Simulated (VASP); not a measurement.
# Ta (Fmmm) in VASP: further runs, part 2 of 2

VASP 6.6.1.

## Step 4: Single point, PBEsol (strain +0.0075 x Voigt [0, 0, 0, 0, 1, 0])

The input, INCAR:

```
PREC     = Accurate       # precision mode
ENCUT    = 520            # plane-wave cutoff, eV
EDIFF    = 1E-7           # SCF threshold, eV
ISMEAR   = 0              # smearing method
SIGMA    = 0.15           # smearing width, eV
LREAL    = False          # projectors in reciprocal space
LASPH    = True           # aspherical terms in the spheres
NELM     = 60             # most SCF steps
ALGO     = Fast           # electronic algorithm
ISIF     = 2              # what is computed and relaxed
LWAVE    = False          # write WAVECAR
LCHARG   = False          # write CHGCAR
GGA      = PS             # functional
NBANDS   = 12             # bands
```

The input, KPOINTS:

```
regular mesh
0
Gamma
  20 20 20
```

The input, POSCAR:

```
Ta
1.0
   -1.6450877000      1.6512800000      1.6450877000
    1.6574723000     -1.6512800000      1.6574723000
    1.6450877000      1.6512800000     -1.6450877000
Ta
1
Direct
    0.0000000000      0.0000000000      0.0000000000
```

Potentials or basis: VASP PAW PBE potentials, release 64 (Ta_pv).

The run is started by

```sh
> cat potpaw_PBE.64/Ta_pv/POTCAR > POTCAR
> mpirun -np 1 vasp_std > vasp.out
```

OUTCAR:

```text
PREC = Accurate
   ENCUT = 520
   EDIFF = 1E-7
   ISMEAR = 0
   LREAL = False
   LASPH = True
   NELM = 60
   ISIF = 2
   GGA = PS

 ion  position               nearest neighbor table
   1  0.000  0.000  0.000-

  LATTYP: Found a face centered orthorhombic cell.
 ALAT       =     3.3025600000
 B/A-ratio  =     1.4089102615
 C/A-ratio  =     1.4195168632

  Lattice vectors:

 A1 = (  -0.0123846000,   0.0000000000,  -3.3025600000)
 A2 = (  -1.6574723000,   1.6512800000,  -1.6574723000)
 A3 = (   1.6450877000,   1.6512800000,  -1.6450877000)

Analysis of symmetry for initial positions (statically):
=====================================================================
 Subroutine PRICEL returns:
 Original cell was already a primitive cell.

 Routine SETGRP: Setting up the symmetry group for a
 face centered orthorhombic supercell.

 Subroutine GETGRP returns: Found  8 space group operations
 (whereof  8 operations were pure point group operations)
 out of a pool of  8 trial point group operations.

The static configuration has the point symmetry D_2h.

Analysis of symmetry for dynamics (positions and initial velocities):
[... 170 lines left out ...]
      3     -27.6946      2.00000
      4      -2.6078      2.00000
      5       5.9795      0.00000
      6       6.0385      0.00000
      7       6.1012      0.00000
      8       9.3111      0.00000
      9       9.3132      0.00000
     10      20.2928      0.00000
     11      20.3635      0.00000
     12      20.4339      0.00000
[... 331 lines left out ...]
 k-point    24 :      -0.4000    0.0500    0.0000
  band No.  band energies     occupation
      1     -28.7239      2.00000
      2     -28.0397      2.00000
      3     -27.7227      2.00000
      4       0.9016      2.00000
      5       4.0441      2.00000
      6       5.6015      0.00562
      7       9.1468      0.00000
      8       9.9888      0.00000
      9      11.4897      0.00000
     10      18.2894      0.00000
     11      18.8433      0.00000
     12      20.0101      0.00000

 [... further k-points ...]

------------------------ aborting loop because EDIFF is reached ----------------------------------------

  FORCE on cell =-STRESS in cart. coord.  units (eV):
  Direction    XX          YY          ZZ          XY          YZ          ZX
  --------------------------------------------------------------------------------------
  -------------------------------------------------------------------------------------
  Total       -0.4102207     -0.4087174     -0.4102207      0.0000000      0.0000000     -0.0649868
  in kB      -36.4932176    -36.3594840    -36.4932176      0.0000000      0.0000000     -5.7812212
  external PRESSURE =     -36.4486397 kB  Pullay stress =       0.0000000 kB

 VOLUME and BASIS-vectors are now :
 -----------------------------------------------------------------------------
  energy-cutoff  :      520.00
  volume of cell :       18.01
      direct lattice vectors                 reciprocal lattice vectors
    -1.645087700  1.651280000  1.645087700    -0.001135499  0.302795407  0.302799665
     1.657472300 -1.651280000  1.657472300     0.301664167  0.000000000  0.301664167
     1.645087700  1.651280000 -1.645087700     0.302799665  0.302795407 -0.001135499

 POSITION                                       TOTAL-FORCE (eV/Angst)
 -----------------------------------------------------------------------------------
      0.00000      0.00000      0.00000         0.000000      0.000000     -0.000000
 -----------------------------------------------------------------------------------
    total drift:                                0.000000      0.000000     -0.000000

  FREE ENERGIE OF THE ION-ELECTRON SYSTEM (eV)
  ---------------------------------------------------
  free  energy   TOTEN  =       -12.5548563987 eV

  energy  without entropy=      -12.5404285886  energy(sigma->0) =      -12.54764249
```

Wall time 2.3 min (1 thread of Intel Xeon 6975P-C, shared host); peak memory 0.35 GiB.

Results:

```
Free energy : -12.5549 eV
Pressure    : -3.6 GPa
```

Caveat: the cell differs from its parent crystal (strain +0.0075 x Voigt [0, 0, 0, 0, 1, 0]); the PAW data sets were made with another functional, which shifts forces and pressure a little; spin-orbit coupling is left out, which moves the levels of the heavy elements.

## Step 5: Single point, PBEsol (strain +0.0025 x Voigt [0, 0, 0, 0, 1, 0])

The input, INCAR:

```
ALGO = Fast
EDIFF = 1E-6
ENCUT = 520
GGA = PS
ISIF = 2
ISMEAR = 0
LASPH = True
LCHARG = False
LREAL = False
LWAVE = False
NBANDS = 12
NELM = 60
PREC = Accurate
SIGMA = 0.15
```

The input, KPOINTS:

```
k-points
0
Gamma
  20 20 20
```

The input, POSCAR:

```
Ta
1.0
   -1.6492159000      1.6512800000      1.6492159000
    1.6533441000     -1.6512800000      1.6533441000
    1.6492159000      1.6512800000     -1.6492159000
Ta
1
Direct
    0.0000000000      0.0000000000      0.0000000000
```

Potentials or basis: VASP PAW PBE potentials, release 64 (Ta_pv).

The run is started by

```sh
> cat potpaw_PBE.64/Ta_pv/POTCAR > POTCAR
> mpirun -np 1 vasp_std > vasp.out
```

OUTCAR:

```text
EDIFF = 1E-6
   ENCUT = 520
   GGA = PS
   ISIF = 2
   ISMEAR = 0
   LASPH = True
   LREAL = False
   NELM = 60
   PREC = Accurate

 ion  position               nearest neighbor table
   1  0.000  0.000  0.000-

  LATTYP: Found a face centered orthorhombic cell.
 ALAT       =     3.3025600000
 B/A-ratio  =     1.4124457954
 C/A-ratio  =     1.4159813293

  Lattice vectors:

 A1 = (  -0.0041282000,   0.0000000000,  -3.3025600000)
 A2 = (  -1.6533441000,   1.6512800000,  -1.6533441000)
 A3 = (   1.6492159000,   1.6512800000,  -1.6492159000)

Analysis of symmetry for initial positions (statically):
=====================================================================
 Subroutine PRICEL returns:
 Original cell was already a primitive cell.

 Routine SETGRP: Setting up the symmetry group for a
 face centered orthorhombic supercell.

 Subroutine GETGRP returns: Found  8 space group operations
 (whereof  8 operations were pure point group operations)
 out of a pool of  8 trial point group operations.

The static configuration has the point symmetry D_2h.

Analysis of symmetry for dynamics (positions and initial velocities):
[... 170 lines left out ...]
      3     -27.7034      2.00000
      4      -2.6078      2.00000
      5       6.0196      0.00000
      6       6.0397      0.00000
      7       6.0602      0.00000
      8       9.3103      0.00000
      9       9.3105      0.00000
     10      20.3396      0.00000
     11      20.3631      0.00000
     12      20.3866      0.00000
[... 331 lines left out ...]
 k-point    24 :      -0.4000    0.0500    0.0000
  band No.  band energies     occupation
      1     -28.7233      2.00000
      2     -28.0408      2.00000
      3     -27.7250      2.00000
      4       0.9008      2.00000
      5       4.0453      2.00000
      6       5.6041      0.00515
      7       9.1417      0.00000
      8       9.9907      0.00000
      9      11.4854      0.00000
     10      18.2919      0.00000
     11      18.8374      0.00000
     12      20.0077      0.00000

 [... further k-points ...]

------------------------ aborting loop because EDIFF is reached ----------------------------------------

  FORCE on cell =-STRESS in cart. coord.  units (eV):
  Direction    XX          YY          ZZ          XY          YZ          ZX
  --------------------------------------------------------------------------------------
  -------------------------------------------------------------------------------------
  Total       -0.4046451     -0.4044954     -0.4046451      0.0000000      0.0000000     -0.0215062
  in kB      -35.9967555    -35.9834415    -35.9967555      0.0000000      0.0000000     -1.9131687
  external PRESSURE =     -35.9923175 kB  Pullay stress =       0.0000000 kB

 VOLUME and BASIS-vectors are now :
 -----------------------------------------------------------------------------
  energy-cutoff  :      520.00
  volume of cell :       18.01
      direct lattice vectors                 reciprocal lattice vectors
    -1.649215900  1.651280000  1.649215900    -0.000378495  0.302795407  0.302795880
     1.653344100 -1.651280000  1.653344100     0.302417385  0.000000000  0.302417385
     1.649215900  1.651280000 -1.649215900     0.302795880  0.302795407 -0.000378495

 POSITION                                       TOTAL-FORCE (eV/Angst)
 -----------------------------------------------------------------------------------
      0.00000      0.00000      0.00000         0.000000     -0.000000      0.000000
 -----------------------------------------------------------------------------------
    total drift:                                0.000000      0.000000     -0.000000

  FREE ENERGIE OF THE ION-ELECTRON SYSTEM (eV)
  ---------------------------------------------------
  free  energy   TOTEN  =       -12.5550672255 eV

  energy  without entropy=      -12.5406485147  energy(sigma->0) =      -12.54785787
```

OSZICAR:

```text
N       E                     dE             d eps       ncg     rms          rms(c)
DAV:   1     0.603506092392E+02    0.60351E+02   -0.60987E+03 28044   0.875E+02
DAV:   2    -0.120532220563E+02   -0.72404E+02   -0.70627E+02 31340   0.245E+02
DAV:   3    -0.130657331347E+02   -0.10125E+01   -0.10028E+01 33524   0.274E+01
DAV:   4    -0.130683537311E+02   -0.26206E-02   -0.26203E-02 31100   0.155E+00
DAV:   5    -0.130683623790E+02   -0.86478E-05   -0.86479E-05 33352   0.847E-02    0.138E+01
RMM:   6    -0.126745382627E+02    0.39382E+00   -0.26816E-01 30204   0.421E+00    0.667E+00
RMM:   7    -0.125558863972E+02    0.11865E+00   -0.27282E-01 31726   0.412E+00    0.331E-01
RMM:   8    -0.125550136613E+02    0.87274E-03   -0.10831E-02 33621   0.972E-01    0.291E-01
RMM:   9    -0.125550877660E+02   -0.74105E-04   -0.14428E-03 35063   0.340E-01    0.600E-02
RMM:  10    -0.125550647259E+02    0.23040E-04   -0.21136E-04 34801   0.129E-01    0.904E-03
RMM:  11    -0.125550665431E+02   -0.18171E-05   -0.41316E-05 36037   0.501E-02    0.453E-03
RMM:  12    -0.125550672255E+02   -0.68242E-06   -0.65593E-06 31671   0.171E-02
   1 F= -.12555067E+02 E0= -.12547858E+02  d E =-.144187E-01
```

Run time: 90 s. Hardware: 1 thread of Intel Xeon 6975P-C, shared host; peak memory 0.35 GiB.

Results:

* Free energy: -12.5551 eV
* Pressure: -3.6 GPa

Levels at points of the mesh, in eV from the Fermi level:
```
           k point  band 2  band 3  band 4  band 5  band 6  band 7  band 8  band 9  band 10  band 11
(0.00, 0.00, 0.00)  -33.01  -33.01   -7.92    0.71    0.73    0.75    4.00    4.00    15.03    15.06
(0.50, 0.00, 0.00)  -33.40  -33.02   -4.38   -1.54    1.63    3.88    4.91    7.82    11.72    11.98
(0.00, 0.50, 0.00)  -33.39  -33.02   -4.38   -1.55    1.61    3.90    4.93    7.80    11.69    12.00
(0.50, 0.00, 0.50)  -33.40  -33.02   -4.37   -1.54    1.64    3.87    4.89    7.84    11.75    11.96
(0.50, 0.50, 0.50)  -33.84  -33.83   -3.80   -3.80    6.83    6.85    6.88    8.66     8.67     8.69
```

Caveat: the cell differs from its parent crystal (strain +0.0025 x Voigt [0, 0, 0, 0, 1, 0]); the PAW data sets were made with another functional, which shifts forces and pressure a little; spin-orbit coupling is left out, which moves the levels of the heavy elements.

## Step 6: The runs side by side

| cell | further INCAR settings | gap on the mesh (eV) | pressure (GPa) |
| --- | --- | --- | --- |
| a = 2.843, b = 2.877 Å, angles 109.5, 109.0, 109.5°, 1 atom | ALGO = Fast; EDIFF = 1e-07; NBANDS = 12 | none | -3.6 |
| a = 2.848, b = 2.872 Å, angles 109.5, 109.1, 109.5°, 1 atom | ALGO = Fast; EDIFF = 1e-06; NBANDS = 12 | none | -3.6 |
| a = 2.853, b = 2.867 Å, angles 109.5, 109.3, 109.5°, 1 atom | ALGO = Fast; EDIFF = 1e-07; NBANDS = 12 | none | -3.6 |
| a = 2.858, b = 2.862 Å, angles 109.5, 109.4, 109.5°, 1 atom | ALGO = Fast; EDIFF = 1e-06; NBANDS = 12 | none | -3.6 |

Alike in all rows: task single point; level PBEsol; potentials or basis VASP PAW PBE potentials, release 64 (Ta_pv); no spin polarisation; k mesh 20 × 20 × 20; cutoff (eV) 520; smearing gaussian 0.15 eV.

Caveats: the PAW data sets were made with another functional, which shifts forces and pressure a little; spin-orbit coupling is left out, which moves the levels of the heavy elements.

Absolute energies hang on the potentials; compare differences alone.
